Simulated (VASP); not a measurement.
# Ta2SiOF2 (Cmmm) in VASP: further runs

The runs below take Ta2SiOF2 through single point, relaxation of cell and atoms, with PBE.

Everything below comes from runs of VASP 6.6.1. Logs are shortened: lines on timing, memory, paths and dates and some standing lists are left out, and cuts for length are marked.

## Step 1: The cell of the first run

The structure is orthorhombic, space group Cmmm (No. 65). Conventional cell: a = 4.881 Å, b = 8.126 Å, c = 3.932 Å, α = 90.00°, β = 90.00°, γ = 90.00°. Ta (site symmetry 2/m) has 2 Si at 2.37 Å and 4 F at 2.42 Å and 2 Ta at 2.44 Å and 4 O at 3.08 Å within 3.1 Å. Si (site symmetry mmm) has 4 Ta at 2.37 Å and 4 F at 2.38 Å and 4 O at 3.13 Å within 3.2 Å. O (site symmetry mmm) has 6 F at 2.73 to 2.78 Å and 8 Ta at 3.08 Å and 4 Si at 3.13 Å within 3.6 Å. F (site symmetry m2m) has 2 Si at 2.38 Å and 4 Ta at 2.42 Å and 3 F at 2.67 to 2.81 Å and 3 O at 2.73 to 2.78 Å within 3.1 Å.

The cell was generated, and may not be a known phase.

## Step 2: Single point, PBE

INCAR reads:

```
ALGO = Normal ; EDIFF = 1E-6
ENCUT = 520 ; GGA = PE
ISIF = 2 ; ISMEAR = 0
LASPH = True ; LCHARG = False
LREAL = False ; LWAVE = False
NBANDS = 32 ; NELM = 60
PREC = Accurate ; SIGMA = 0.1
```

KPOINTS reads:

```
k-points
0
Gamma
  4 4 4
```

POSCAR reads:

```
Ta2SiOF2
1.0
    2.4406671900     -4.0632417900      0.0000000000
    2.4406671900      4.0632417900      0.0000000000
    0.0000000000      0.0000000000      3.9317458000
Ta Si O F
2 1 1 2
Direct
    0.5000000000      0.0000000000      0.5000000000
    0.0000000000      0.5000000000      0.5000000000
    0.5000000000      0.5000000000      0.5000000000
    0.0000000000      0.0000000000      0.0000000000
    0.6641809900      0.3358190100      0.0000000000
    0.3358190100      0.6641809900      0.0000000000
```

Potentials or basis: VASP PAW PBE potentials, release 64 (Ta_pv, Si, O, F).

Launch:

```bash
$ cat potpaw_PBE.64/Ta_pv/POTCAR potpaw_PBE.64/Si/POTCAR potpaw_PBE.64/O/POTCAR potpaw_PBE.64/F/POTCAR > POTCAR
$ mpirun -np 1 vasp_std > vasp.out
```

OUTCAR:

```text
EDIFF = 1E-6
   ENCUT = 520
   GGA = PE
   ISIF = 2
   ISMEAR = 0
   LASPH = True
   LREAL = False
   NELM = 60
   PREC = Accurate

 ion  position               nearest neighbor table
   1  0.500  0.000  0.500-   3 2.37   3 2.37   6 2.42   5 2.42   6 2.42   5 2.42   2 2.44   2 2.44

   2  0.000  0.500  0.500-   3 2.37   3 2.37   6 2.42   5 2.42   6 2.42   5 2.42   1 2.44   1 2.44

   3  0.500  0.500  0.500-   1 2.37   2 2.37   1 2.37   2 2.37   5 2.38   6 2.38   5 2.38   6 2.38

   4  0.000  0.000  0.000-
   5  0.664  0.336  0.000-   3 2.38   3 2.38   1 2.42   1 2.42   2 2.42   2 2.42
   6  0.336  0.664  0.000-   3 2.38   3 2.38   1 2.42   1 2.42   2 2.42   2 2.42

  LATTYP: Found a base centered orthorhombic cell.
 ALAT       =     4.8813343800
 B/A-ratio  =     1.6648078061
 C/A-ratio  =     0.8054653695

  Lattice vectors:

 A1 = (   2.4406671900,  -4.0632417900,   0.0000000000)
 A2 = (   2.4406671900,   4.0632417900,   0.0000000000)
 A3 = (   0.0000000000,   0.0000000000,   3.9317458000)

Analysis of symmetry for initial positions (statically):
=====================================================================
 Subroutine PRICEL returns:
 Original cell was already a primitive cell.

 Routine SETGRP: Setting up the symmetry group for a
 base centered orthorhombic supercell.

 Subroutine GETGRP returns: Found  8 space group operations
 (whereof  8 operations were pure point group operations)
 out of a pool of  8 trial point group operations.

The static configuration has the point symmetry D_2h.

Analysis of symmetry for dynamics (positions and initial velocities):
=====================================================================
 Subroutine PRICEL returns:
 Original cell was already a primitive cell.

 Routine SETGRP: Setting up the symmetry group for a
 base centered orthorhombic supercell.

 Subroutine GETGRP returns: Found  8 space group operations
 (whereof  8 operations were pure point group operations)
 out of a pool of  8 trial point group operations.

The dynamic configuration has the point symmetry D_2h.

 Subroutine INISYM returns: Found  8 space group operations
 (whereof  8 operations are pure point group operations),
 and found     1 'primitive' translations

[... 97 lines left out ...]
   NELM   =     60;   NELMIN=  2; NELMDL= -5     # of ELM steps
   EDIFF  = 0.1E-05   stopping-criterion for ELM
   LREAL  =      F    real-space projection
   EDIFFG = 0.1E-04   stopping-criterion for IOM
   NSW    =      0    number of steps for IOM
   IBRION =     -1    ionic relax: 0-MD 1-quasi-New 2-CG
   NFREE  =      0    steps in history (QN), initial steepest desc. (CG)
   ISIF   =      2    stress and relaxation
   ISYM   =      2    0-nonsym 1-usesym 2-fastsym
   POTIM  = 0.5000    time-step for ionic-motion
   TEBEG  =    0.0;   TEEND  =   0.0 temperature during run
   PSTRESS=    0.0 pullay stress
   NELECT =      46.0000    total number of electrons
   NUPDOWN=      -1.0000    fix difference up-down
   EMIN   =  10.00;   EMAX   =-10.00  energy-range for DOS
   EFERMI =   0.00;   METHOD = LEGACY
   ISMEAR =     0;   SIGMA  =   0.10  broadening in eV -4-tet -1-fermi 0-gaus
   EFERMI_NEDOS =   21; number of points for ismear=-14 and -15
   IALGO  =     38    algorithm
   IMIX   =      4    mixing-type and parameters
     AMIX     =   0.40;   BMIX     =  1.00
     AMIX_MAG =   1.60;   BMIX_MAG =  1.00
  volume/ion in A,a.u.               =      13.00        87.71
  Fermi-wavevector in a.u.,A,eV,Ry     =   1.372973  2.594542 25.647716  1.885054
  Thomas-Fermi vector in A             =   2.498532
   LORBIT       =      0    0 simple, 1 ext, 2 COOP (PROOUT), +10 PAW based schemes
   GGA     = PE    functional components
   LHFCALC =     F    Hartree Fock is set to
   AEXX    =    0.0000 exact exchange contribution
   IVDW    =     0    specifies the selected vdW correction
   LEPSILON=     F    determine dielectric tensor
   LRPA    =     F    only Hartree local field effects (RPA)
 non-spin polarized calculation
 Gauss-broadening in eV      SIGMA  =   0.10
  energy-cutoff  :      520.00
  volume of cell :       77.98
 maximum number of plane-waves:      2114
   NGX = 17   NGY = 17   NGZ = 15

 number of electron      46.0000009 magnetization

 Free energy of the ion-electron system (eV)
  ---------------------------------------------------
  ext. energy  EPLUGINS =         0.00000000
  ---------------------------------------------------
  free energy    TOTEN  =       -36.02519423 eV

  energy without entropy =      -35.99757964  energy(sigma->0) =      -36.01138693

 E-fermi :   5.9485     XC(G=0): -11.4753

 val. band max:        5.9334266208   @ k =   0.2500   0.0000   0.5000
 cond. band min:       5.9601340228   @ k =   0.2500   0.2500   0.0000
 fundamental gap:      0.0267074020
 Fermi energy:         5.9484517839

 k-point     1 :       0.0000    0.0000    0.0000
  band No.  band energies     occupation
      1     -30.9806      2.00000
      2     -29.9234      2.00000
      3     -29.5992      2.00000
      4     -29.5294      2.00000
      5     -29.2243      2.00000
      6     -28.0075      2.00000
[... 724 lines left out ...]
     31      11.0196      0.00000
     32      11.5399      0.00000

------------------------ aborting loop because EDIFF is reached ----------------------------------------

  FORCE on cell =-STRESS in cart. coord.  units (eV):
  Direction    XX          YY          ZZ          XY          YZ          ZX
  --------------------------------------------------------------------------------------
  -------------------------------------------------------------------------------------
  Total       16.6574530     14.9554297      1.3750706     -0.0000000      0.0000000      0.0000000
  in kB      342.2335021    307.2648072     28.2513310     -0.0000000      0.0000000      0.0000000
  external PRESSURE =     225.9165468 kB  Pullay stress =       0.0000000 kB

 VOLUME and BASIS-vectors are now :
 -----------------------------------------------------------------------------
  energy-cutoff  :      520.00
  volume of cell :       77.98
      direct lattice vectors                 reciprocal lattice vectors
     2.440667190 -4.063241790  0.000000000     0.204862016 -0.123054454  0.000000000
     2.440667190  4.063241790  0.000000000     0.204862016  0.123054454  0.000000000
     0.000000000  0.000000000  3.931745800     0.000000000  0.000000000  0.254339942

 POSITION                                       TOTAL-FORCE (eV/Angst)
 -----------------------------------------------------------------------------------
      1.22033     -2.03162      1.96587         0.000000     -0.000000      0.000000
      1.22033      2.03162      1.96587        -0.000000     -0.000000      0.000000
      2.44067      0.00000      1.96587         0.000000      0.000000      0.000000
      0.00000      0.00000      0.00000        -0.000000      0.000000      0.000000
      2.44067     -1.33421      0.00000        -0.000000     -0.762773      0.000000
      2.44067      1.33421      0.00000        -0.000000      0.762773     -0.000000
 -----------------------------------------------------------------------------------
    total drift:                               -0.000000     -0.000000     -0.000000

  FREE ENERGIE OF THE ION-ELECTRON SYSTEM (eV)
  ---------------------------------------------------
  free  energy   TOTEN  =       -36.0251942257 eV

  energy  without entropy=      -35.9975796358  energy(sigma->0) =      -36.01138693
```

OSZICAR:

```text
N       E                     dE             d eps       ncg     rms          rms(c)
DAV:   1     0.390289382368E+03    0.39029E+03   -0.25007E+04  1352   0.145E+03
DAV:   2    -0.171084359175E+02   -0.40740E+03   -0.38568E+03  1568   0.401E+02
DAV:   3    -0.406379795045E+02   -0.23530E+02   -0.22806E+02  1632   0.915E+01
DAV:   4    -0.410024462436E+02   -0.36447E+00   -0.36336E+00  1480   0.117E+01
DAV:   5    -0.410080111447E+02   -0.55649E-02   -0.55635E-02  1640   0.130E+00    0.242E+01
DAV:   6    -0.402352909226E+02    0.77272E+00   -0.46566E+01  1528   0.277E+01    0.221E+01
DAV:   7    -0.371612411384E+02    0.30740E+01   -0.19157E+01  1560   0.141E+01    0.112E+01
DAV:   8    -0.361673381428E+02    0.99390E+00   -0.26371E+00  1472   0.735E+00    0.530E+00
DAV:   9    -0.360509756532E+02    0.11636E+00   -0.76353E-01  1544   0.421E+00    0.192E+00
DAV:  10    -0.360327456327E+02    0.18230E-01   -0.16334E-01  1496   0.159E+00    0.837E-01
DAV:  11    -0.360250583379E+02    0.76873E-02   -0.17157E-02  1560   0.539E-01    0.221E-01
DAV:  12    -0.360252488754E+02   -0.19054E-03   -0.30013E-03  1568   0.220E-01    0.117E-01
DAV:  13    -0.360252061676E+02    0.42708E-04   -0.55380E-04  1536   0.994E-02    0.429E-02
DAV:  14    -0.360251967659E+02    0.94017E-05   -0.95654E-05  1376   0.382E-02    0.178E-02
DAV:  15    -0.360251942831E+02    0.24828E-05   -0.11759E-05  1328   0.142E-02    0.222E-03
DAV:  16    -0.360251942257E+02    0.57385E-07   -0.73508E-07   808   0.467E-03
   1 F= -.36025194E+02 E0= -.36011387E+02  d E =-.276146E-01
```

It took 23 s on 1 thread of Intel Xeon 6975P-C (Granite Rapids), shared host; peak memory 0.21 GiB.

What came out:

```yaml
Free_energy: -36.0252 eV
Pressure: 22.6 GPa
Largest_force: 0.763 eV/Å
Band_gap_on_the_k_mesh: zero (bands 23 and 24 overlap by 1.18 eV)
```

Forces in eV/Å, atoms in the order of the input:
```
Ta   0.000  0.000  0.000
Ta   0.000  0.000  0.000
Si   0.000  0.000  0.000
O    0.000  0.000  0.000
F    0.000 -0.763  0.000
F    0.000  0.763  0.000
```

Stress tensor (GPa, compression positive):
```
34.22  0.00  0.00
 0.00 30.73  0.00
 0.00  0.00  2.83
```

Caveat: the k points lie up to 0.40 Å⁻¹ apart, too coarse for converged energies and pressures of a metal; spin-orbit coupling is left out, which moves the levels of the heavy elements.

## Step 3: Relaxation of cell and atoms, PBE

INCAR reads:

```
  PREC = Accurate
  ENCUT = 600
  EDIFF = 1E-6
  ISMEAR = 0
  SIGMA = 0.1
  LREAL = False
  LASPH = True
  NELM = 80
  ALGO = Normal
  ISIF = 3
  LWAVE = False
  LCHARG = False
  GGA = PE
  IBRION = 2
  NSW = 90
  EDIFFG = -0.04
```

KPOINTS reads:

```
regular mesh
0
Gamma
  4 4 4
```

POSCAR is that of step 2.

Potentials or basis: VASP PAW PBE potentials, release 64 (Ta_pv, Si, O, F).

Launch:

```bash
$ cat potpaw_PBE.64/Ta_pv/POTCAR potpaw_PBE.64/Si/POTCAR potpaw_PBE.64/O/POTCAR potpaw_PBE.64/F/POTCAR > POTCAR
$ mpirun -np 1 vasp_std > vasp.out
```

Wall time 6 min (1 thread of Intel Xeon 6975P-C (Granite Rapids), shared host); peak memory 0.27 GiB.

The run converged. Its results:

| Item | Value |
| --- | --- |
| Free energy | -37.7165 eV |
| Relaxed volume | 15.01 Å³/atom |
| Relaxed cell | a = 5.220 Å, b = 5.220 Å, c = 3.773 Å, α = 90.00°, β = 90.00°, γ = 118.82° |
| Space group after relaxing (to 0.1 Å) | Cmmm (No. 65) |
| Energy gained by relaxing | 281.0 meV/atom |
| Ionic steps | 20 |
| Pressure after relaxing | -0.1 GPa |
| Largest force after relaxing | 0.015 eV/Å |
| Band gap on the k mesh | zero (bands 23 and 24 overlap by 0.89 eV) |

Forces on the atoms (eV/Å):
```
Ta   0.000  0.000  0.000
Ta   0.000  0.000  0.000
Si   0.000  0.000  0.000
O    0.000  0.000  0.000
F    0.000 -0.015  0.000
F    0.000  0.015  0.000
```

Stress tensor (GPa, compression positive):
```
-0.28  0.00  0.00
 0.00  0.22  0.00
 0.00  0.00 -0.24
```

Step by step:
| step | energy change (eV) | largest force (eV/Å) | pressure (GPa) | volume (Å³) |
| --- | --- | --- | --- | --- |
| 1 | 0.0000 | 0.7637 | 22.53 | 77.98 |
| 2 | -0.7491 | 0.8608 | -10.77 | 100.09 |
| 3 | -1.1442 | 0.8501 | -1.28 | 90.98 |
| 4 | -1.2308 | 0.7795 | -0.66 | 90.21 |
| 5 | -1.3505 | 0.7073 | 1.26 | 88.05 |
| 6 | -1.3606 | 0.6746 | 2.17 | 87.06 |
| 7 | -1.4193 | 0.5650 | 1.51 | 87.51 |
| 8 | -1.4762 | 0.1166 | -0.08 | 88.62 |
| 9 | -1.4777 | 0.1993 | 0.13 | 88.45 |
| 10 | -1.5257 | 0.1949 | 0.29 | 88.65 |
| 11 | -1.5872 | 0.1128 | 1.09 | 89.13 |
| 12 | -1.6285 | 0.1879 | -0.24 | 90.17 |
| 13 | -1.6483 | 0.2669 | -1.83 | 91.56 |
| 14 | -1.6653 | 0.2626 | -0.17 | 90.30 |
| 15 | -1.6658 | 0.2609 | 0.17 | 90.05 |
| 16 | -1.6755 | 0.1935 | 0.29 | 89.92 |
| 17 | -1.6846 | 0.0004 | 0.62 | 89.58 |
| 18 | -1.6848 | 0.0196 | 0.58 | 89.62 |
| 19 | -1.6851 | 0.0107 | -0.67 | 90.46 |
| 20 | -1.6861 | 0.0149 | -0.10 | 90.07 |

Final structure:
```yaml
crystal:
  lattice:
    - [2.65628, -4.49351, 0.00000]
    - [2.65628, 4.49351, 0.00000]
    - [0.00000, 0.00000, 3.77302]
  atoms:
    - { symbol: Ta, position: [0.50000, 0.00000, 0.50000] }
    - { symbol: Ta, position: [0.00000, 0.50000, 0.50000] }
    - { symbol: Si, position: [0.50000, 0.50000, 0.50000] }
    - { symbol: O, position: [0.00000, 0.00000, 0.00000] }
    - { symbol: F, position: [0.72591, 0.27409, 0.00000] }
    - { symbol: F, position: [0.27409, 0.72591, 0.00000] }
```

Levels at points of the mesh, in eV from the Fermi level:
```csv
k point,band 19,band 20,band 21,band 22,band 23,band 24,band 25,band 26,band 27
"(0.00, 0.00, 0.00)",-1.85,-1.54,-1.51,-0.33,-0.25,0.16,0.40,0.70,1.15
"(0.50, 0.00, 0.00)",-1.80,-1.79,-1.61,-0.34,-0.26,-0.25,0.66,0.88,1.38
"(0.50, 0.50, 0.00)",-2.81,-2.41,-2.38,-0.63,0.05,0.24,1.01,1.05,2.13
"(0.00, 0.00, 0.50)",-2.46,-1.67,-0.70,-0.58,-0.15,0.17,0.23,0.31,1.01
"(0.50, 0.00, 0.50)",-2.67,-1.70,-0.23,-0.10,0.06,0.07,0.13,0.68,1.02
"(0.50, 0.50, 0.50)",-2.67,-2.06,-1.83,-1.68,-1.67,-0.66,-0.11,0.27,1.58
```

Caveat: the k points lie up to 0.42 Å⁻¹ apart in the final cell, too coarse for converged energies and pressures of a metal; the volume moved by over 15 % at a fixed basis, so the end points are rough; spin-orbit coupling is left out, which moves the levels of the heavy elements.

The gap in the log of VASP goes by the Fermi energy; the results here count the filled bands.